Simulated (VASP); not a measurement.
# InSb (F-43m) in VASP: a series of runs

InSb is run at these levels: PBEsol; tasks: relaxation of cell and atoms.

All numbers are computed with VASP 6.6.1; they aren't measurements. Logs are shortened: lines on timing, memory, paths and dates and some standing lists are left out, and cuts for length are marked.

## Step 1: The cell of the first run

The structure is cubic, space group F-43m (No. 216). The conventional cell has a = 6.520 Å, b = 6.520 Å, c = 6.520 Å, α = 90.00°, β = 90.00°, γ = 90.00°. In (site symmetry -43m) has 4 Sb at 2.82 Å within 3.7 Å. Within 3.7 Å of Sb (site symmetry -43m) lie 4 In at 2.82 Å.

## Step 2: Relaxation of cell and atoms, PBEsol

Contents of INCAR:

```
PREC = Accurate ; ENCUT = 600
EDIFF = 1E-6 ; ISMEAR = -1
SIGMA = 0.15 ; LREAL = False
LASPH = True ; NELM = 80
ALGO = Normal ; ISIF = 3
LWAVE = False ; LCHARG = False
GGA = PS ; IBRION = 2
NSW = 80 ; EDIFFG = -0.001
```

Contents of KPOINTS:

```
Automatic mesh
0
Gamma
  12 12 12
```

Contents of POSCAR:

```
InSb
1.0
    0.0000000000      3.2599290676      3.2599290676
    3.2599290676      0.0000000000      3.2599290676
    3.2599290676      3.2599290676      0.0000000000
In Sb
1 1
Direct
    0.0000000000      0.0000000000      0.0000000000
    0.7500000000      0.7500000000      0.7500000000
```

Potentials or basis: VASP PAW PBE potentials, release 64 (In_d, Sb).

Started as:

```
$ cat potpaw_PBE.64/In_d/POTCAR potpaw_PBE.64/Sb/POTCAR > POTCAR
$ mpirun -np 1 vasp_std > vasp.out
```

OUTCAR:

```text
PREC = Accurate
   ENCUT = 600
   EDIFF = 1E-6
   ISMEAR = -1
   LREAL = False
   LASPH = True
   NELM = 80
   ISIF = 3
   GGA = PS
   IBRION = 2
   NSW = 80
   EDIFFG = -0.001

 ion  position               nearest neighbor table
   1  0.000  0.000  0.000-   2 2.82   2 2.82   2 2.82   2 2.82
   2  0.750  0.750  0.750-   1 2.82   1 2.82   1 2.82   1 2.82

  LATTYP: Found a face centered cubic cell.
 ALAT       =     6.5198581352

  Lattice vectors:

 A1 = (   0.0000000000,   3.2599290676,   3.2599290676)
 A2 = (   3.2599290676,   0.0000000000,   3.2599290676)
 A3 = (   3.2599290676,   3.2599290676,   0.0000000000)

Analysis of symmetry for initial positions (statically):
=====================================================================
 Subroutine PRICEL returns:
 Original cell was already a primitive cell.

 Routine SETGRP: Setting up the symmetry group for a
 face centered cubic supercell.

 Subroutine GETGRP returns: Found 24 space group operations
 (whereof 24 operations were pure point group operations)
 out of a pool of 48 trial point group operations.

The static configuration has the point symmetry T_d .

Analysis of symmetry for dynamics (positions and initial velocities):
=====================================================================
 Subroutine PRICEL returns:
 Original cell was already a primitive cell.

 Routine SETGRP: Setting up the symmetry group for a
 face centered cubic supercell.

 Subroutine GETGRP returns: Found 24 space group operations
 (whereof 24 operations were pure point group operations)
 out of a pool of 48 trial point group operations.

The dynamic configuration has the point symmetry T_d .

 Subroutine INISYM returns: Found 24 space group operations
 (whereof 24 operations are pure point group operations),
 and found     1 'primitive' translations

----------------------------------------------------------------------------------------

                                     Primitive cell

  volume of cell :      69.2874

  direct lattice vectors                    reciprocal lattice vectors
     0.000000000  3.259929068  3.259929068    -0.153377570  0.153377570  0.153377570
     3.259929068  0.000000000  3.259929068     0.153377570 -0.153377570  0.153377570
[... 145 lines left out ...]

 VOLUME and BASIS-vectors are now :
 -----------------------------------------------------------------------------
  energy-cutoff  :      600.00
  volume of cell :       69.29
      direct lattice vectors                 reciprocal lattice vectors
     0.000000000  3.259929068  3.259929068    -0.153377570  0.153377570  0.153377570
     3.259929068  0.000000000  3.259929068     0.153377570 -0.153377570  0.153377570
     3.259929068  3.259929068  0.000000000     0.153377570  0.153377570 -0.153377570

 POSITION                                       TOTAL-FORCE (eV/Angst)
 -----------------------------------------------------------------------------------
      0.00000      0.00000      0.00000        -0.000000     -0.000000     -0.000000
      4.88989      4.88989      4.88989         0.000000      0.000000      0.000000
 -----------------------------------------------------------------------------------
    total drift:                                0.000000      0.000000      0.000000

  FREE ENERGIE OF THE ION-ELECTRON SYSTEM (eV)
  ---------------------------------------------------
  free  energy   TOTEN  =        -7.7030546520 eV

  energy  without entropy=       -7.6960044333  energy(sigma->0) =       -7.69952954

--------------------------------------- Ionic step        2  -------------------------------------------

 number of electron      17.9999999 magnetization

 Free energy of the ion-electron system (eV)
  ---------------------------------------------------
  ext. energy  EPLUGINS =         0.00000000
  ---------------------------------------------------
  free energy    TOTEN  =        -7.70306332 eV

  energy without entropy =       -7.69596072  energy(sigma->0) =       -7.69951202

 E-fermi :   4.9888     XC(G=0):  -8.7840

 val. band max:        4.7493609072   @ k =   0.0000   0.0000   0.0000
 cond. band min:       5.1873530895   @ k =   0.5000   0.0000   0.0000
 fundamental gap:      0.4379921823
 Fermi energy:         4.9888130100

 k-point     1 :       0.0000    0.0000    0.0000
  band No.  band energies     occupation
      1      -9.7456      2.00000
      2      -9.7456      2.00000
      3      -9.7456      2.00000
      4      -9.6645      2.00000
      5      -9.6645      2.00000
      6      -5.8729      2.00000
      7       4.3750      1.96713
      8       4.7494      1.66301
      9       4.7494      1.66301
     10       4.7494      1.66301
     11       7.6844      0.00000
     12       7.6844      0.00000
     13       7.6844      0.00000
[... 354 lines left out ...]
  band No.  band energies     occupation
      1      -9.7961      2.00000
      2      -9.7241      2.00000
      3      -9.7223      2.00000
      4      -9.6659      2.00000
      5      -9.6634      2.00000
      6      -4.3997      2.00000
      7      -0.7496      2.00000
      8       2.4200      2.00000
      9       3.5040      1.99990
     10       6.3919      0.00017
     11       8.3886      0.00000
     12       9.2059      0.00000
     13      11.0011      0.00000

 [... further k-points ...]
[... 5 lines left out ...]
  --------------------------------------------------------------------------------------
  -------------------------------------------------------------------------------------
  Total       -0.0019294     -0.0019294     -0.0019294      0.0000000      0.0000000      0.0000000
  in kB       -0.0445569     -0.0445569     -0.0445569      0.0000000      0.0000000      0.0000000
  external PRESSURE =      -0.0445569 kB  Pullay stress =       0.0000000 kB

 VOLUME and BASIS-vectors are now :
 -----------------------------------------------------------------------------
  energy-cutoff  :      600.00
  volume of cell :       69.38
      direct lattice vectors                 reciprocal lattice vectors
     0.000000000  3.261362899  3.261362899    -0.153310139  0.153310139  0.153310139
     3.261362899 -0.000000000  3.261362899     0.153310139 -0.153310139  0.153310139
     3.261362899  3.261362899  0.000000000     0.153310139  0.153310139 -0.153310139

 POSITION                                       TOTAL-FORCE (eV/Angst)
 -----------------------------------------------------------------------------------
      6.52273      6.52273      6.52273        -0.000000      0.000000      0.000000
      4.89204      4.89204      4.89204         0.000000     -0.000000     -0.000000
 -----------------------------------------------------------------------------------
    total drift:                                0.000000      0.000000      0.000000

  FREE ENERGIE OF THE ION-ELECTRON SYSTEM (eV)
  ---------------------------------------------------
  free  energy   TOTEN  =        -7.7030633233 eV

  energy  without entropy=       -7.6959607202  energy(sigma->0) =       -7.69951202

 reached required accuracy - stopping structural energy minimisation
```

OSZICAR:

```text
N       E                     dE             d eps       ncg     rms          rms(c)
DAV:   1     0.116021216743E+03    0.11602E+03   -0.87639E+03  1872   0.153E+03
DAV:   2     0.414542936654E+00   -0.11561E+03   -0.11305E+03  1977   0.325E+02
DAV:   3    -0.762123406307E+01   -0.80358E+01   -0.79057E+01  2447   0.909E+01
DAV:   4    -0.783334532527E+01   -0.21211E+00   -0.21201E+00  2198   0.171E+01
[... 11 lines left out ...]
DAV:   2    -0.770310805638E+01    0.24173E-03   -0.54125E-04  2247   0.531E-01    0.380E-02
DAV:   3    -0.770306704962E+01    0.41007E-04   -0.12473E-04  2507   0.228E-01    0.174E-02
DAV:   4    -0.770306551579E+01    0.15338E-05   -0.40616E-06  1882   0.206E-02    0.113E-02
DAV:   5    -0.770306398074E+01    0.15350E-05   -0.45726E-07   994   0.773E-03    0.429E-03
DAV:   6    -0.770306332333E+01    0.65740E-06   -0.40311E-07   946   0.790E-03
   2 F= -.77030633E+01 E0= -.76995120E+01  d E =-.867135E-05
```

CONTCAR:

```text
InSb
   1.00000000000000
     0.0000000000000000    3.2613628988821235    3.2613628988821235
     3.2613628988821235   -0.0000000000000000    3.2613628988821235
     3.2613628988821235    3.2613628988821235    0.0000000000000000
  In              Sb
     1     1
Direct
     1.0000000000000000    1.0000000000000000    1.0000000000000000
     0.7500000000000000    0.7500000000000000    0.7500000000000000

  0.00000000E+00  0.00000000E+00  0.00000000E+00
  0.00000000E+00  0.00000000E+00  0.00000000E+00
```

It took 2.1 min on 1 thread of AMD EPYC 9R45 (Zen 5), shared host; peak memory 0.26 GiB.

What came out:

```
Free energy                            : -7.7031 eV
Relaxed volume                         : 34.69 Å³/atom
Relaxed cell                           : a = 4.612 Å, b = 4.612 Å, c = 4.612 Å, α = 60.00°, β = 60.00°, γ = 60.00°
Space group after relaxing (to 0.05 Å) : F-43m (No. 216)
Energy gained by relaxing              : 0.0 meV/atom
Ionic steps                            : 2
Pressure after relaxing                : 0.0 GPa
Band gap on the k mesh                 : zero (filled and empty bands touch)
```

Final structure:
```yaml
crystal:
  lattice:
    - [0.00000, 3.26136, 3.26136]
    - [3.26136, 0.00000, 3.26136]
    - [3.26136, 3.26136, 0.00000]
  atoms:
    - { symbol: In, position: [0.00000, 0.00000, 0.00000] }
    - { symbol: Sb, position: [0.75000, 0.75000, 0.75000] }
```

Levels at points of the mesh, in eV from the Fermi level:
```csv
k point,band 5,band 6,band 7,band 8,band 9,band 10,band 11,band 12,band 13
"(0.00, 0.00, 0.00)",-14.65,-10.86,-0.61,-0.24,-0.24,-0.24,2.70,2.70,2.70
"(0.50, 0.00, 0.00)",-14.65,-9.54,-5.80,-1.22,-1.22,0.20,3.54,3.54,5.73
"(0.50, 0.50, 0.00)",-14.64,-8.95,-6.10,-2.45,-2.45,1.04,1.05,7.77,7.77
```

Caveat: the PAW data sets were made with another functional, which shifts forces and pressure a little; spin-orbit coupling is left out, which moves the levels of the heavy elements.

## Step 3: Relaxation of cell and atoms, PBEsol, target pressure 3 GPa, at which the enthalpy is minimised

Contents of INCAR:

```
  ALGO = Normal
  EDIFF = 1E-6
  EDIFFG = -0.001
  ENCUT = 600
  GGA = PS
  IBRION = 2
  ISIF = 3
  ISMEAR = -1
  LASPH = True
  LCHARG = False
  LREAL = False
  LWAVE = False
  NELM = 100
  NSW = 80
  PREC = Accurate
  PSTRESS = 30.0
  SIGMA = 0.15
```

Contents of KPOINTS:

```
k-points
0
Gamma
  12 12 12
```

POSCAR is that of step 2.

Potentials or basis: VASP PAW PBE potentials, release 64 (In_d, Sb).

Started as:

```
$ cat potpaw_PBE.64/In_d/POTCAR potpaw_PBE.64/Sb/POTCAR > POTCAR
$ mpirun -np 1 vasp_std > vasp.out
```

Run time: 5.3 min. Hardware: 1 thread of AMD EPYC 9R45 (Zen 5), shared host; peak memory 0.27 GiB.

Results (log left out):

* Free energy: -7.6669 eV
* Relaxed volume: 32.63 Å³/atom
* Relaxed cell: a = 4.519 Å, b = 4.519 Å, c = 4.519 Å, α = 60.00°, β = 60.00°, γ = 60.00°
* Space group after relaxing (to 0.05 Å): F-43m (No. 216)
* Energy change on relaxing (the enthalpy is what falls): +18.1 meV/atom
* Ionic steps: 6
* Pressure after relaxing: 3.0 GPa
* Band gap on the k mesh: zero (filled and empty bands touch)

Step by step:
| step | energy change (eV) | largest force (eV/Å) | pressure (GPa) | volume (Å³) |
| --- | --- | --- | --- | --- |
| 1 | 0.0000 | 0.0000 | 0.04 | 69.29 |
| 2 | 0.0911 | 0.0000 | 5.10 | 63.07 |
| 3 | 0.0360 | 0.0000 | 2.99 | 65.27 |
| 4 | 0.0375 | 0.0000 | 3.07 | 65.20 |
| 5 | 0.0352 | 0.0000 | 2.97 | 65.32 |
| 6 | 0.0362 | 0.0000 | 3.00 | 65.26 |

Final structure:
```yaml
crystal:
  lattice:
    - [0.00000, 3.19556, 3.19556]
    - [3.19556, 0.00000, 3.19556]
    - [3.19556, 3.19556, 0.00000]
  atoms:
    - { symbol: In, position: [0.00000, 0.00000, 0.00000] }
    - { symbol: Sb, position: [0.75000, 0.75000, 0.75000] }
```

Levels at points of the mesh, in eV from the Fermi level:
| k point | band 7 | band 8 | band 9 | band 10 | band 11 | band 12 |
| --- | --- | --- | --- | --- | --- | --- |
| (0.00, 0.00, 0.00) | -0.30 | -0.28 | -0.28 | -0.28 | 2.65 | 2.65 |
| (0.50, 0.00, 0.00) | -6.14 | -1.36 | -1.36 | 0.27 | 3.50 | 3.50 |
| (0.50, 0.50, 0.00) | -6.41 | -2.70 | -2.70 | 0.90 | 0.96 | 8.09 |

Caveat: the cell is relaxed towards a set pressure, so the enthalpy falls and the energy may rise; the PAW data sets were made with another functional, which shifts forces and pressure a little; spin-orbit coupling is left out, which moves the levels of the heavy elements.

## Step 4: Relaxation of cell and atoms, PBEsol

Contents of INCAR:

```
PREC = Accurate ; ENCUT = 600
EDIFF = 1E-6 ; ISMEAR = -1
SIGMA = 0.15 ; LREAL = False
LASPH = True ; NELM = 80
ALGO = Normal ; ISIF = 3
LWAVE = False ; LCHARG = False
GGA = PS ; IBRION = 2
NSW = 80 ; EDIFFG = -0.001
```

Contents of KPOINTS:

```
Automatic mesh
0
Gamma
  12 12 12
```

Contents of POSCAR:

```
InSb
1.0
    0.0000000000      3.2599290682      3.2599290682
    3.2599290682      0.0000000000      3.2599290682
    3.2599290682      3.2599290682      0.0000000000
In Sb
1 1
Direct
    0.0000000000      0.0000000000      0.0000000000
    0.7500000000      0.7500000000      0.7500000000
```

Started as:

```
$ cat potpaw_PBE.64/In_d/POTCAR potpaw_PBE.64/Sb/POTCAR > POTCAR
$ mpirun -np 1 vasp_std > vasp.out
```

Run time: 93 s. Hardware: 1 thread of Intel Xeon Platinum 8259CL at 2.50GHz (Skylake/Cascade Lake), shared host; peak memory 0.29 GiB.

Results (log left out):

| Property | Result |
| --- | --- |
| Free energy | -7.7031 eV |
| Relaxed volume | 34.69 Å³/atom |
| Relaxed cell | a = 4.612 Å, b = 4.612 Å, c = 4.612 Å, α = 60.00°, β = 60.00°, γ = 60.00° |
| Space group after relaxing (to 0.05 Å) | F-43m (No. 216) |
| Energy gained by relaxing | 0.0 meV/atom |
| Ionic steps | 2 |
| Pressure after relaxing | 0.0 GPa |
| Band gap on the k mesh | zero (filled and empty bands touch) |

Final structure:
```xyz
2
Lattice="0.0000 3.2614 3.2614 3.2614 0.0000 3.2614 3.2614 3.2614 0.0000" Properties=species:S:1:pos:R:3 pbc="T T T"
In    0.0000    0.0000    0.0000
Sb    4.8920    4.8920    4.8920
```

Levels at points of the mesh, in eV from the Fermi level:
```csv
k point,band 6,band 7,band 8,band 9,band 10,band 11,band 12,band 13
"(0.00, 0.00, 0.00)",-10.86,-0.61,-0.24,-0.24,-0.24,2.70,2.70,2.70
"(0.50, 0.00, 0.00)",-9.54,-5.80,-1.22,-1.22,0.20,3.54,3.54,5.73
"(0.50, 0.50, 0.00)",-8.95,-6.10,-2.45,-2.45,1.04,1.05,7.77,7.77
```

Caveat: the PAW data sets were made with another functional, which shifts forces and pressure a little; spin-orbit coupling is left out, which moves the levels of the heavy elements.
